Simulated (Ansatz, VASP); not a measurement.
**Two plane-wave programs on PbS**

File POSCAR:

```
PbS
1.0
    3.6536590000      0.0000000000      0.0000000000
    0.0000000000      3.6536590000      0.0000000000
    0.0000000000      0.0000000000      3.6536590000
Pb S
1 1
Direct
    0.0000000000      0.0000000000      0.0000000000
    0.5000000000      0.5000000000      0.5000000000
```

Contents of INCAR.step1:

```
SYSTEM = PbS
  PREC = Accurate
  ENCUT = 520
  EDIFF = 1E-5
  ISMEAR = -1
  SIGMA = 0.05
  LREAL = .False.
  LASPH = .True.
  NELM = 100
  ALGO = Normal
  ISIF = 2
  LWAVE = .True.
  NBANDS = 17
  GGA = PE
```

INCAR.step2

```
SYSTEM = PbS
  PREC = Accurate
  ENCUT = 520
  EDIFF = 1E-7
  ISMEAR = -1
  SIGMA = 0.05
  LREAL = .False.
  LASPH = .True.
  NELM = 100
  ALGO = Normal
  ISIF = 2
  LWAVE = .False.
  LCHARG = .True.
  GGA = PE
  LHFCALC = .True.
  HFSCREEN = 0.2079
  PRECFOCK = Normal
  LELF = .True.
  LVHAR = .True.
  NBANDS = 17
  ISTART = 1
```

File KPOINTS:

```
regular mesh
0
Gamma
  4 4 4
  0 0 0
```

File input:

```
crystal:
  lattice:
    - [3.653659, 0.0, 0.0]
    - [0.0, 3.653659, 0.0]
    - [0.0, 0.0, 3.653659]
  atoms:
    - { symbol: Pb, position: [0.0, 0.0, 0.0] }
    - { symbol: S, position: [0.5, 0.5, 0.5] }
hamiltonian:
  xc: hse06
  pseudopotentials: { kind: paw }
kpoints:
  mp_grid: { grid: [4, 4, 4] }
  band_path:
    path:
      - [[0.0, 0.0, 0.0], [0.0, 0.5, 0.0], [0.5, 0.5, 0.0], [0.0, 0.0, 0.0], [0.5, 0.5, 0.5], [0.0, 0.5, 0.0]]
      - [[0.5, 0.5, 0.0], [0.5, 0.5, 0.5]]
    npoints: 4
scf:
  occupations: { method: fermi_dirac, width: 0.05 }
  n_extra_bands: 6
output:
  forces: true
  stress: true
  eigenvalues: true
  fatbands: false
```

Alike in both runs: functional HSE06; k mesh 4 × 4 × 4; occupations fermi-dirac, width 0.05 eV; no spin polarisation.

|  | VASP | Ansatz |
| --- | --- | --- |
| version | VASP 6.6.1 | Ansatz 0.2.0 |
| potentials or method | VASP PAW PBE potentials, release 64 (Pb_d, S) | Ansatz PAW |
| plane-wave cutoff (eV) | 520 | 420 |
| valence electrons in the cell | 20 | 20 |
| task | single point | band structure |

VASP gave:

```
gap on the k mesh at the Fermi level (eV) : none
pressure (GPa)                            : -2.2
```

Problem. Which values does Ansatz return?

Solution. gap on the k mesh at the Fermi level (eV): none; pressure (GPa): -2.1.

A gap of «none» marks a metal or a gap that the smearing closes. The functional is the same, so the differences come from potentials, cutoffs and numerics.

The k mesh is coarse, so the values compare programs but aren't converged. Neither program's run includes spin-orbit coupling.
